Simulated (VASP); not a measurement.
Here is a VASP 6.6.1 calculation.

File INCAR:

```
ALGO = Normal
EDIFF = 1E-6
ENCUT = 520
GGA = PE
ISIF = 2
ISMEAR = -1
LASPH = T
LCHARG = T
LELF = T
LREAL = Auto
LVHAR = T
LWAVE = F
NBANDS = 398
NELECT = 704.0
NELM = 60
PREC = Accurate
SIGMA = 0.01
```

KPOINTS

```
k-points
0
Gamma
  1 1 1
```

Contents of POSCAR:

```
Ga32NO47
1.0
    5.0579508907      2.9202093421      9.0826160115
   -5.0579508907      2.9202093421      9.0826160115
    0.0000000000     -5.8404185829      9.0826160441
Ga O N
32 47 1
Direct
    0.4346668240      0.4261299528      0.4318947388
    0.3231749004      0.3227409490      0.3240681718
    0.0722855073      0.0713435098      0.0722973829
    0.1757914160      0.1786637485      0.1785403269
    0.4273746569      0.4294498656      0.9275877521
    0.3219260052      0.3212542826      0.8238020430
    0.0730576420      0.0720650218      0.5714710037
    0.1768409409      0.1782150032      0.6776228782
    0.4284443782      0.9290523247      0.4260632168
    0.3218144954      0.8228857954      0.3212490316
    0.0708022555      0.5722026004      0.0729674061
    0.1791015823      0.6767234912      0.1774669339
    0.4284505831      0.9281455719      0.9267916552
    0.3217542870      0.8238674984      0.8212779230
    0.0741022398      0.5711491145      0.5710196651
    0.1775956754      0.6773921328      0.6783491889
    0.9267013394      0.4256278660      0.4269566969
    0.8152471697      0.3177665047      0.3235752354
    0.5724330553      0.0730910371      0.0688414336
    0.6778663973      0.1778343740      0.1767746316
    0.9280670265      0.4284535107      0.9268148296
    0.8214613379      0.3236191296      0.8206427282
    0.5743068278      0.0796313488      0.5659733492
    0.6755714036      0.1837166376      0.6700497394
    0.9279591827      0.9258806897      0.4284320726
    0.8225247239      0.8220973412      0.3202232551
    0.5722096801      0.5716147960      0.0722411873
    0.6776879542      0.6774483820      0.1780944983
    0.9281554026      0.9283974584      0.9258202215
    0.8214295891      0.8229149288      0.8215427339
    0.5720063130      0.5729192628      0.5718747999
    0.6774707862      0.6808415713      0.6765944902
    0.3729976833      0.2239726844      0.0288302082
    0.2236137057      0.0267047584      0.3741587130
    0.0246017225      0.3757468853      0.2218048588
    0.1249403983      0.2784247077      0.4712596597
    0.4734586804      0.1254796607      0.2754904247
    0.2767898744      0.4733855833      0.1253483264
    0.3705525536      0.2222238163      0.5272458337
    0.2215670901      0.0263591786      0.8750811197
    0.0262740637      0.3755249659      0.7229827139
    0.1240632102      0.2769985877      0.9732384165
    0.4676967765      0.1239267438      0.7840706743
    0.2737152013      0.4743894010      0.6277121558
    0.3757699909      0.7234362020      0.0255718934
    0.2252802037      0.5278844698      0.3739277731
    0.0285097593      0.8734159032      0.2218198807
    0.1258116074      0.7764587674      0.4726848335
    0.4729427642      0.6273420518      0.2749324334
    0.2770133414      0.9724685510      0.1247067099
    0.3747991255      0.7233178476      0.5263948700
    0.2213778730      0.5278549720      0.8762698590
    0.0283103042      0.8746124266      0.7233225801
    0.1249562928      0.7771825593      0.9724918721
    0.4726322464      0.6273508731      0.7767334120
    0.2763936372      0.9725169361      0.6240173328
    0.8750765765      0.2232963880      0.0263762420
    0.7261033633      0.0222495519      0.3714218750
    0.5274386583      0.3749135868      0.2202275795
    0.9761651613      0.1219620651      0.2752990169
    0.7769426423      0.4747535500      0.1223648540
    0.8793426139      0.2224276285      0.5274528723
    0.7225988740      0.0299276694      0.8707233396
    0.5237876816      0.3782577741      0.7274349937
    0.6252243202      0.2772836142      0.9721951431
    0.9734942986      0.1256650406      0.7771622845
    0.7764291981      0.4741895107      0.6242219806
    0.8741296282      0.7241100414      0.0262492287
    0.7224458774      0.5294641352      0.3747955257
    0.5271561310      0.8760052563      0.2217973543
    0.6246668856      0.7774974547      0.4724073763
    0.9731047741      0.6243318434      0.2762933028
    0.7772593312      0.9729552220      0.1223239886
    0.8768922963      0.7208565251      0.5257080532
    0.7227350410      0.5278973127      0.8736896049
    0.5272816247      0.8789482534      0.7197664164
    0.6249422342      0.7769250118      0.9727691663
    0.9728661410      0.6249911715      0.7772181943
    0.7821746189      0.9656132855      0.6257518374
    0.6249448147      0.2712696174      0.4784155909
```

Potentials or basis: VASP PAW PBE potentials, release 64 (Ga_d, O, N).

Run with:

```sh
$ cat potpaw_PBE.64/Ga_d/POTCAR potpaw_PBE.64/O/POTCAR potpaw_PBE.64/N/POTCAR > POTCAR
$ mpirun -np 1 vasp_gam > vasp.out
```

**Question.** Predict the largest force.

**Answer.** 0.055 eV/Å.

Forces on the atoms (eV/Å):
```
Ga   0.050 -0.005  0.021
Ga   0.002  0.003 -0.013
Ga   0.001  0.002 -0.012
Ga   0.001  0.000  0.007
Ga  -0.002  0.000  0.013
Ga   0.003  0.006 -0.010
Ga   0.000  0.000 -0.012
Ga  -0.002 -0.001  0.010
Ga  -0.001  0.001  0.009
Ga   0.000  0.001 -0.010
Ga  -0.002  0.002 -0.011
Ga  -0.001  0.002  0.010
Ga  -0.001  0.001  0.010
Ga   0.000  0.002 -0.011
Ga   0.000 -0.001 -0.008
Ga  -0.001  0.000  0.010
Ga  -0.002  0.000  0.014
Ga  -0.022 -0.045 -0.023
Ga  -0.002  0.000 -0.010
Ga   0.003 -0.002  0.011
Ga   0.000  0.000  0.008
Ga  -0.001  0.001 -0.011
Ga  -0.009  0.016  0.021
Ga  -0.009  0.018 -0.020
Ga  -0.007  0.001  0.010
Ga   0.002  0.001 -0.014
Ga   0.002 -0.004 -0.010
Ga   0.004 -0.004  0.008
Ga  -0.002  0.002  0.011
Ga   0.000  0.001 -0.012
Ga   0.001 -0.002 -0.012
Ga   0.002  0.001  0.010
O    0.002 -0.004  0.004
O    0.003 -0.001  0.003
O   -0.003 -0.005 -0.009
O   -0.002  0.004  0.001
O    0.000  0.002  0.000
O   -0.001 -0.001 -0.003
O    0.001  0.000  0.003
O   -0.001 -0.004  0.000
O    0.000 -0.003  0.000
O    0.000  0.000  0.001
O    0.006 -0.001  0.001
O   -0.002  0.001 -0.002
O   -0.003  0.002  0.001
O    0.006 -0.002  0.009
O   -0.001  0.000  0.000
O    0.001 -0.001  0.001
O   -0.003 -0.001 -0.005
O   -0.001  0.000  0.000
O   -0.002  0.004  0.003
O    0.000 -0.001 -0.001
O    0.003 -0.002  0.000
O    0.002 -0.004  0.001
O    0.002  0.000 -0.001
O    0.000 -0.002  0.002
O   -0.002  0.004  0.001
O   -0.004 -0.007 -0.002
O   -0.008  0.001  0.003
O    0.001  0.003  0.004
O    0.002  0.003  0.004
O   -0.002 -0.001 -0.004
O   -0.001  0.005 -0.001
O    0.005  0.001  0.000
O    0.001 -0.001  0.000
O    0.001 -0.002  0.000
O   -0.003  0.000  0.004
O   -0.001  0.003  0.003
O    0.004  0.007 -0.003
O    0.001  0.000 -0.002
O    0.000 -0.002  0.000
O    0.000 -0.002  0.002
O   -0.002  0.000  0.000
O    0.004 -0.003 -0.004
O    0.001 -0.002  0.002
O   -0.005  0.006 -0.001
O    0.003 -0.005  0.001
O    0.000  0.001 -0.001
O   -0.002 -0.007  0.000
N   -0.010  0.018  0.000
```

Caveat: the k points lie up to 0.75 Å⁻¹ apart; the cell carries a net charge on a neutralising background, which shifts energy and pressure.
